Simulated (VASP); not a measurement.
A run of VASP 6.6.1 is set up as follows.

The input POSCAR:

```
MoS2
1.0
    3.1841260822      0.0000000000      0.0000000000
   -1.5920630411      2.7575340760      0.0000000000
    0.0000000000      0.0000000000     17.3345999500
Mo S
1 2
Direct
    0.0028990000     -0.0138400000     -0.0004740000
    0.3313860000      0.6610750000      0.9105550000
    0.3217360000      0.6551810000      0.0895260000
```

INCAR.step1

```
SYSTEM = MoS2
ALGO = Normal
EDIFF = 1E-4
ENCUT = 520
GGA = PE
ISMEAR = -1
LASPH = .True.
LCHARG = .False.
LREAL = .False.
LWAVE = .True.
NBANDS = 20
NELM = 80
PREC = Accurate
SIGMA = 0.1
```

The input INCAR.step2:

```
SYSTEM = MoS2
ALGO = Normal
EDIFF = 1E-6
ENCUT = 520
ISIF = 2
ISMEAR = -1
ISTART = 1
LASPH = .True.
LCHARG = .False.
LMIXTAU = .True.
LREAL = .False.
LWAVE = .False.
METAGGA = R2SCAN
NBANDS = 20
NELM = 80
PREC = Accurate
SIGMA = 0.1
```

Contents of KPOINTS:

```
k-points
0
Gamma
  11 11 2
  0 0 0
```

Potentials or basis: VASP PAW PBE potentials, release 64 (Mo_sv, S).

Run with:

```bash
$ cat potpaw_PBE.64/Mo_sv/POTCAR potpaw_PBE.64/S/POTCAR > POTCAR
$ cp INCAR.step1 INCAR
$ mpirun -np 1 vasp_std > vasp.out
$ cp INCAR.step2 INCAR
$ mpirun -np 1 vasp_std > vasp.out
```

**Question.** Predict the largest force.

**Answer.** 0.910 eV/Å.

**Question.** Estimate the band gap on the k mesh.

**Answer.** 1.78 eV (least direct gap 1.95 eV).

Forces on the atoms (eV/Å):
```
Mo  -0.811  0.312  0.267
S    0.315 -0.228 -0.182
S    0.497 -0.084 -0.086
```

Caveat: the PAW data sets were made with another functional, which shifts forces and pressure a little.
